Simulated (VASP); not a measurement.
# ZnCd5O6 (P-4m2) in VASP: single point with PBE

Aim: the single point of ZnCd5O6 with PBE.

Everything below comes from runs of VASP 6.6.1. Logs are shortened: lines on timing, memory, paths and dates and some standing lists are left out, and cuts for length are marked.

## 1. The cell of the first run

It takes space group P-4m2 (No. 115, tetragonal). Conventional cell: a = 3.552 Å, b = 3.552 Å, c = 15.254 Å, α = 90.00°, β = 90.00°, γ = 90.00°. Zn (site symmetry -4m2) has 4 O at 2.03 Å within 2.7 Å. Within 2.9 Å of Cd (site symmetry 2mm) lie 4 O at 2.22 Å. Within 2.9 Å of Cd (site symmetry 2mm) lie 4 O at 2.22 Å. Cd (site symmetry -4m2) has 4 O at 2.22 Å within 2.9 Å. Within 2.7 Å of O (site symmetry 2mm) lie 2 Zn at 2.03 Å and 2 Cd at 2.22 Å. O (site symmetry 2mm) has 4 Cd at 2.22 Å within 2.9 Å. O (site symmetry 2mm) has 4 Cd at 2.22 Å within 2.9 Å.

## 2. Single point, PBE

File INCAR:

```
SYSTEM = ZnCd5O6
PREC = Accurate
ENCUT = 600
EDIFF = 1E-6
ISMEAR = 0
SIGMA = 0.1
LREAL = .FALSE.
LASPH = .TRUE.
NELM = 120
ALGO = Normal
ISIF = 2
LWAVE = .FALSE.
LCHARG = .FALSE.
GGA = PE
NBANDS = 66
GGA_COMPAT = .FALSE.
```

File KPOINTS:

```
Automatic mesh
0
G
  10 10 4
  0 0 0
```

File POSCAR:

```
ZnCd5O6
1.0
    3.5524817267      0.0000000000      0.0000000000
    0.0000000000      3.5524817267      0.0000000000
    0.0000000000      0.0000000000     15.2538180925
Zn Cd O
1 5 6
Direct
    0.5000000000      0.5000000000      0.0000000000
    0.0000000000      0.0000000000      0.8483842240
    0.0000000000      0.0000000000      0.1516157760
    0.5000000000      0.5000000000      0.3258508468
    0.0000000000      0.0000000000      0.5000000000
    0.5000000000      0.5000000000      0.6741491532
    0.5000000000      0.0000000000      0.0644283411
    0.0000000000      0.5000000000      0.2386918294
    0.5000000000      0.0000000000      0.4129071134
    0.0000000000      0.5000000000      0.5870928866
    0.5000000000      0.0000000000      0.7613081706
    0.0000000000      0.5000000000      0.9355716589
```

Potentials or basis: VASP PAW PBE potentials, release 64 (Zn, Cd, O).

The run is started by

```sh
$ cat potpaw_PBE.64/Zn/POTCAR potpaw_PBE.64/Cd/POTCAR potpaw_PBE.64/O/POTCAR > POTCAR
$ mpirun -np 1 vasp_std > vasp.out
```

OUTCAR:

```text
SYSTEM = ZnCd5O6
   PREC = Accurate
   ENCUT = 600
   EDIFF = 1E-6
   ISMEAR = 0
   LREAL = .FALSE.
   LASPH = .TRUE.
   NELM = 120
   ISIF = 2
   GGA = PE

 ion  position               nearest neighbor table
   1  0.500  0.500  0.000-   7 2.03  12 2.03   7 2.03  12 2.03   2 3.41   3 3.41   2 3.41   2 3.41
                             3 3.41   3 3.41   2 3.41   3 3.41
   2  0.000  0.000  0.848-  11 2.22  11 2.22  12 2.22  12 2.22   1 3.41   1 3.41   1 3.41   1 3.41
                             6 3.66   6 3.66   6 3.66   6 3.66
   3  0.000  0.000  0.152-   8 2.22   8 2.22   7 2.22   7 2.22   1 3.41   1 3.41   1 3.41   1 3.41
                             4 3.66   4 3.66   4 3.66   4 3.66
   4  0.500  0.500  0.326-   9 2.22   9 2.22   8 2.22   8 2.22   5 3.66   5 3.66   5 3.66   5 3.66
                             3 3.66   3 3.66   3 3.66   3 3.66
   5  0.000  0.000  0.500-   9 2.22  10 2.22  10 2.22   9 2.22   4 3.66   6 3.66   4 3.66   4 3.66
                             6 3.66   6 3.66   4 3.66   6 3.66
   6  0.500  0.500  0.674-  10 2.22  10 2.22  11 2.22  11 2.22   5 3.66   5 3.66   5 3.66   5 3.66
                             2 3.66   2 3.66   2 3.66   2 3.66
   7  0.500  0.000  0.064-   1 2.03   1 2.03   3 2.22   3 2.22
   8  0.000  0.500  0.239-   3 2.22   3 2.22   4 2.22   4 2.22
   9  0.500  0.000  0.413-   4 2.22   4 2.22   5 2.22   5 2.22
  10  0.000  0.500  0.587-   6 2.22   6 2.22   5 2.22   5 2.22
  11  0.500  0.000  0.761-   2 2.22   2 2.22   6 2.22   6 2.22
  12  0.000  0.500  0.936-   1 2.03   1 2.03   2 2.22   2 2.22

  LATTYP: Found a simple tetragonal cell.
 ALAT       =     3.5524817267
 C/A-ratio  =     4.2938484322

  Lattice vectors:

 A1 = (   3.5524817267,   0.0000000000,   0.0000000000)
 A2 = (   0.0000000000,   3.5524817267,   0.0000000000)
 A3 = (   0.0000000000,   0.0000000000,  15.2538180925)

Analysis of symmetry for initial positions (statically):
=====================================================================
 Subroutine PRICEL returns:
 Original cell was already a primitive cell.

 Routine SETGRP: Setting up the symmetry group for a
 simple tetragonal supercell.

 Subroutine GETGRP returns: Found  8 space group operations
 (whereof  8 operations were pure point group operations)
 out of a pool of 16 trial point group operations.

The static configuration has the point symmetry D_2d.

Analysis of symmetry for dynamics (positions and initial velocities):
=====================================================================
 Subroutine PRICEL returns:
 Original cell was already a primitive cell.

 Routine SETGRP: Setting up the symmetry group for a
 simple tetragonal supercell.

 Subroutine GETGRP returns: Found  8 space group operations
 (whereof  8 operations were pure point group operations)
 out of a pool of 16 trial point group operations.

The dynamic configuration has the point symmetry D_2d.

 Subroutine INISYM returns: Found  8 space group operations
 (whereof  8 operations are pure point group operations),
 and found     1 'primitive' translations

----------------------------------------------------------------------------------------

                                     Primitive cell

  volume of cell :     192.5051

  direct lattice vectors                    reciprocal lattice vectors
     3.552481727  0.000000000  0.000000000     0.281493355  0.000000000  0.000000000
     0.000000000  3.552481727  0.000000000     0.000000000  0.281493355  0.000000000
     0.000000000  0.000000000 15.253818092     0.000000000  0.000000000  0.065557357

  length of vectors
     3.552481727  3.552481727 15.253818092     0.281493355  0.281493355  0.065557357

  position of ions in fractional coordinates (direct lattice)
     0.500000000  0.500000000  0.000000000
     0.000000000  0.000000000  0.848384224
     0.000000000  0.000000000  0.151615776
     0.500000000  0.500000000  0.325850847
     0.000000000  0.000000000  0.500000000
     0.500000000  0.500000000  0.674149153
     0.500000000  0.000000000  0.064428341
     0.000000000  0.500000000  0.238691829
     0.500000000  0.000000000  0.412907113
     0.000000000  0.500000000  0.587092887
     0.500000000  0.000000000  0.761308171
     0.000000000  0.500000000  0.935571659

  ion indices of the primitive-cell ions
   primitive index   ion index
                 1           1
                 2           2
                 3           3
                 4           4
                 5           5
                 6           6
                 7           7
                 8           8
                 9           9
                10          10
                11          11
                12          12

----------------------------------------------------------------------------------------

 KPOINTS: Automatic mesh

Automatic generation of k-mesh.
 Grid dimensions read from file:
 generate k-points for:   10   10    4

 Generating k-lattice:

  Cartesian coordinates                     Fractional coordinates (reciprocal lattice)
     0.028149336  0.000000000  0.000000000     0.100000000  0.000000000  0.000000000
     0.000000000  0.028149336  0.000000000     0.000000000  0.100000000  0.000000000
     0.000000000  0.000000000  0.016389339     0.000000000  0.000000000  0.250000000

  Length of vectors
     0.028149336  0.028149336  0.016389339

  Shift w.r.t. Gamma in fractional coordinates (k-lattice)
     0.000000000  0.000000000  0.000000000

 Subroutine IBZKPT returns following result:
 ===========================================

 Found     63 irreducible k-points:

 Following reciprocal coordinates:
            Coordinates               Weight
  0.000000  0.000000  0.000000      1.000000
  0.100000  0.000000  0.000000      4.000000
  0.200000  0.000000  0.000000      4.000000
  0.300000  0.000000  0.000000      4.000000
  0.400000  0.000000  0.000000      4.000000
  0.500000  0.000000  0.000000      2.000000
[... 16 lines left out ...]
  0.100000  0.000000  0.250000      8.000000
  0.200000  0.000000  0.250000      8.000000
 [... further k-points ...]
   k-points           NKPTS =     63   k-points in BZ     NKDIM =     63   number of bands    NBANDS=     66
   number of dos      NEDOS =    301   number of ions     NIONS =     12
   total plane-waves  NPLWV =  98784
   dimension x,y,z NGX =    28 NGY =   28 NGZ =  126
   dimension x,y,z NGXF=    56 NGYF=   56 NGZF=  252
   ions per type =               1   5   6
   NGX,Y,Z   is equivalent  to a cutoff of  13.10, 13.10, 13.73 a.u.
   NGXF,Y,Z  is equivalent  to a cutoff of  26.21, 26.21, 27.46 a.u.
 SYSTEM =  ZnCd5O6
   PREC   = accura    normal or accurate (medium, high low for compatibility)
   ISTART =      0    job   : 0-new  1-cont  2-samecut
   ICHARG =      2    charge: 1-file 2-atom 10-const
   ISPIN  =      1    spin polarized calculation?
   LNONCOLLINEAR =      F non collinear calculations
   LSORBIT =      F    spin-orbit coupling
   LASPH  =      T    aspherical Exc in radial PAW
   ENCUT  =  600.0 eV  44.10 Ry    6.64 a.u.   7.10  7.10 30.47*2*pi/ulx,y,z
   NELM   =    120;   NELMIN=  2; NELMDL= -5     # of ELM steps
   EDIFF  = 0.1E-05   stopping-criterion for ELM
   LREAL  =      F    real-space projection
   EDIFFG = 0.1E-04   stopping-criterion for IOM
   NSW    =      0    number of steps for IOM
   IBRION =     -1    ionic relax: 0-MD 1-quasi-New 2-CG
   NFREE  =      0    steps in history (QN), initial steepest desc. (CG)
   ISIF   =      2    stress and relaxation
   ISYM   =      2    0-nonsym 1-usesym 2-fastsym
   POTIM  = 0.5000    time-step for ionic-motion
   TEBEG  =    0.0;   TEEND  =   0.0 temperature during run
   PSTRESS=    0.0 pullay stress
   NELECT =     108.0000    total number of electrons
   NUPDOWN=      -1.0000    fix difference up-down
   EMIN   =  10.00;   EMAX   =-10.00  energy-range for DOS
   EFERMI =   0.00;   METHOD = LEGACY
   ISMEAR =     0;   SIGMA  =   0.10  broadening in eV -4-tet -1-fermi 0-gaus
   EFERMI_NEDOS =   21; number of points for ismear=-14 and -15
   IALGO  =     38    algorithm
   IMIX   =      4    mixing-type and parameters
     AMIX     =   0.40;   BMIX     =  1.00
     AMIX_MAG =   1.60;   BMIX_MAG =  1.00
  volume/ion in A,a.u.               =      16.04       108.26
  Fermi-wavevector in a.u.,A,eV,Ry     =   1.350212  2.551531 24.804410  1.823073
  Thomas-Fermi vector in A             =   2.477735
   LORBIT       =      0    0 simple, 1 ext, 2 COOP (PROOUT), +10 PAW based schemes
   GGA     = PE    functional components
   LHFCALC =     F    Hartree Fock is set to
   AEXX    =    0.0000 exact exchange contribution
   IVDW    =     0    specifies the selected vdW correction
   LEPSILON=     F    determine dielectric tensor
   LRPA    =     F    only Hartree local field effects (RPA)
 non-spin polarized calculation
 Gauss-broadening in eV      SIGMA  =   0.10
  energy-cutoff  :      600.00
  volume of cell :      192.51
 maximum number of plane-waves:      6458
   NGX = 15   NGY = 15   NGZ = 61

 number of electron     107.9999977 magnetization

 Free energy of the ion-electron system (eV)
  ---------------------------------------------------
  ext. energy  EPLUGINS =         0.00000000
  ---------------------------------------------------
  free energy    TOTEN  =       -47.25645795 eV

  energy without entropy =      -47.25564645  energy(sigma->0) =      -47.25605220

 E-fermi :   0.3739     XC(G=0): -10.1204

 val. band max:        0.2830742363   @ k =   0.0000   0.0000   0.0000
 cond. band min:       0.5425528851   @ k =   0.0000   0.0000   0.2500
 fundamental gap:      0.2594786489
 Fermi energy:         0.3739221397

 k-point     1 :       0.0000    0.0000    0.0000
  band No.  band energies     occupation
      1     -16.7232      2.00000
      2     -16.4296      2.00000
      3     -16.3871      2.00000
      4     -16.2433      2.00000
      5     -16.2292      2.00000
      6     -16.1490      2.00000
[... 58 lines left out ...]
     65      10.9178      0.00000
     66      10.9263      0.00000

 k-point     2 :       0.1000    0.0000    0.0000
  band No.  band energies     occupation
      1     -16.6998      2.00000
      2     -16.4141      2.00000
      3     -16.3746      2.00000
      4     -16.2377      2.00000
      5     -16.2270      2.00000
      6     -16.1498      2.00000
[... 1576 lines left out ...]
     65       9.4291      0.00000
     66       9.7338      0.00000

 [... further k-points ...]
[... 5 lines left out ...]
  --------------------------------------------------------------------------------------
  -------------------------------------------------------------------------------------
  Total        1.0541529      1.0541529      1.1008387      0.0000000      0.0000000      0.0000000
  in kB        8.7734806      8.7734806      9.1620362      0.0000000      0.0000000      0.0000000
  external PRESSURE =       8.9029991 kB  Pullay stress =       0.0000000 kB

 VOLUME and BASIS-vectors are now :
 -----------------------------------------------------------------------------
  energy-cutoff  :      600.00
  volume of cell :      192.51
      direct lattice vectors                 reciprocal lattice vectors
     3.552481727  0.000000000  0.000000000     0.281493355  0.000000000  0.000000000
     0.000000000  3.552481727  0.000000000     0.000000000  0.281493355  0.000000000
     0.000000000  0.000000000 15.253818092     0.000000000  0.000000000  0.065557357

 POSITION                                       TOTAL-FORCE (eV/Angst)
 -----------------------------------------------------------------------------------
      1.77624      1.77624      0.00000        -0.000000     -0.000000      0.000000
      0.00000      0.00000     12.94110        -0.000000      0.000000      0.000762
      0.00000      0.00000      2.31272         0.000000      0.000000     -0.000762
      1.77624      1.77624      4.97047        -0.000000      0.000000     -0.000925
      0.00000      0.00000      7.62691        -0.000000      0.000000      0.000000
      1.77624      1.77624     10.28335        -0.000000     -0.000000      0.000925
      1.77624      0.00000      0.98278        -0.000000      0.000000     -0.043053
      0.00000      1.77624      3.64096        -0.000000      0.000000      0.001492
      1.77624      0.00000      6.29841         0.000000      0.000000      0.000363
      0.00000      1.77624      8.95541        -0.000000      0.000000     -0.000363
      1.77624      0.00000     11.61286        -0.000000      0.000000     -0.001492
      0.00000      1.77624     14.27104        -0.000000      0.000000      0.043053
 -----------------------------------------------------------------------------------
    total drift:                                0.000000      0.000000      0.000000

  FREE ENERGIE OF THE ION-ELECTRON SYSTEM (eV)
  ---------------------------------------------------
  free  energy   TOTEN  =       -47.2564579540 eV

  energy  without entropy=      -47.2556464484  energy(sigma->0) =      -47.25605220
```

Wall time 9.1 min (1 thread of Intel Xeon 6975P-C (Granite Rapids), shared host); peak memory 0.83 GiB.

What came out:

```
Free energy            : -47.2565 eV
Pressure               : 0.9 GPa
Largest force          : 0.043 eV/Å
Band gap on the k mesh : zero (filled and empty bands touch)
```

Forces on the atoms (eV/Å):
```
Zn   0.000  0.000  0.000
Cd   0.000  0.000  0.001
Cd   0.000  0.000 -0.001
Cd   0.000  0.000 -0.001
Cd   0.000  0.000  0.000
Cd   0.000  0.000  0.001
O    0.000  0.000 -0.043
O    0.000  0.000  0.001
O    0.000  0.000  0.000
O    0.000  0.000  0.000
O    0.000  0.000 -0.001
O    0.000  0.000  0.043
```

Levels at points of the mesh, in eV from the Fermi level:
| k point | band 50 | band 51 | band 52 | band 53 | band 54 | band 55 | band 56 | band 57 | band 58 | band 59 |
| --- | --- | --- | --- | --- | --- | --- | --- | --- | --- | --- |
| (0.00, 0.00, 0.00) | -0.44 | -0.44 | -0.30 | -0.19 | -0.09 | -0.09 | 1.54 | 1.64 | 3.64 | 3.71 |
| (0.50, 0.00, 0.00) | -0.69 | -0.69 | -0.68 | -0.68 | -0.65 | 4.08 | 4.09 | 4.16 | 4.17 | 4.49 |
| (0.50, 0.50, 0.00) | -1.87 | -1.81 | -1.81 | -1.72 | -1.58 | 4.78 | 4.78 | 5.78 | 5.78 | 6.10 |
| (0.00, 0.00, 0.50) | -0.83 | -0.22 | -0.22 | -0.17 | -0.17 | 0.58 | 0.64 | 2.59 | 2.70 | 4.47 |
| (0.50, 0.00, 0.50) | -0.69 | -0.69 | -0.68 | -0.65 | -0.64 | 4.05 | 4.08 | 4.18 | 4.18 | 4.49 |
| (0.50, 0.50, 0.50) | -1.90 | -1.87 | -1.86 | -1.72 | -1.58 | 5.03 | 5.03 | 5.20 | 5.20 | 6.55 |

Caveat: semilocal functionals underestimate gaps, and a narrow one can read as zero.

The gap in the log of VASP goes by the Fermi energy; the results here count the filled bands.